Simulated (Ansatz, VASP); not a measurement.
# PbO2 in VASP and in Ansatz

```
Pb O
1.0
     3.40921    0.00000    0.00000
    -1.70460    2.95246    0.00000
     0.00000    0.00000    5.48413
Pb O
1 2
Cartesian
  0.0000 0.0000 0.0000
  1.7046 0.9842 4.4185
  0.0000 1.9683 1.0656
```

Alike in both runs: functional PBE; k mesh 6 × 6 × 4; occupations gaussian, width 0.1 eV; no spin polarisation.

Ansatz relaxed the structure, and its values are those at the end. VASP's run is a single point on that final structure, the one shown.

|  | VASP | Ansatz |
| --- | --- | --- |
| version | VASP 6.6.1 | Ansatz 0.2.0 |
| potentials or method | VASP PAW PBE potentials, release 64 (Pb_d, O), cutoff 520 eV | scalar-relativistic, plane waves, PAW |
| valence electrons in the cell | 26 | 26 |

VASP gave:

| Quantity | Value |
| --- | --- |
| gap on the k mesh at the Fermi level (eV) | 0.95 |
| least direct gap on the mesh (eV) | 1.24 |
| pressure (GPa) | 0.4 |
| rms of the force components (eV/Å) | 0.010 |

Q: What did Ansatz give for the same quantities?

A: gap on the k mesh at the Fermi level (eV): 0.98; least direct gap on the mesh (eV): 1.26; pressure (GPa): 0.2; rms of the force components (eV/Å): 0.006.

Neither program's run includes spin-orbit coupling.
